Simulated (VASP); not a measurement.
A run of VASP 6.6.1 is set up as follows.

Contents of INCAR:

```
SYSTEM = WC
PREC = Accurate
ENCUT = 520
EDIFF = 1E-6
ISMEAR = 0
SIGMA = 0.15
LREAL = .FALSE.
LASPH = .TRUE.
NELM = 60
ALGO = Normal
ISIF = 2
LWAVE = .FALSE.
LCHARG = .TRUE.
GGA = PE
LELF = .TRUE.
LVHAR = .TRUE.
NBANDS = 16
```

KPOINTS

```
regular mesh
0
G
  18 18 16
  0 0 0
```

POSCAR

```
WC
1.0
    2.6684613211      0.0000000000      0.0000000000
   -1.3342306606      2.3109552931      0.0000000000
    0.0000000000      0.0000000000      3.0553200000
W C
1 1
Direct
    0.0000000000      0.0000000000      0.0000000000
    0.6666666667      0.3333333333      0.5000000000
```

Potentials or basis: VASP PAW PBE potentials, release 64 (W_sv, C).

Launch:

```console
$ cat potpaw_PBE.64/W_sv/POTCAR potpaw_PBE.64/C/POTCAR > POTCAR
$ mpirun -np 1 vasp_std > vasp.out
```

What does it give for the band gap on the k mesh?

Zero (band 9 reaches 13.07 eV, above the bottom of band 10 at 11.90 eV).

What does it give for the pressure?

56.0 GPa.

Stress tensor (GPa, compression positive):
```
 97.22   0.00   0.00
  0.00  97.22   0.00
  0.00   0.00 -26.54
```

Caveat: the cell differs from its parent crystal (strain -0.080 along x and y, +0.080 along z); spin-orbit coupling is left out, which moves the levels of the heavy elements.
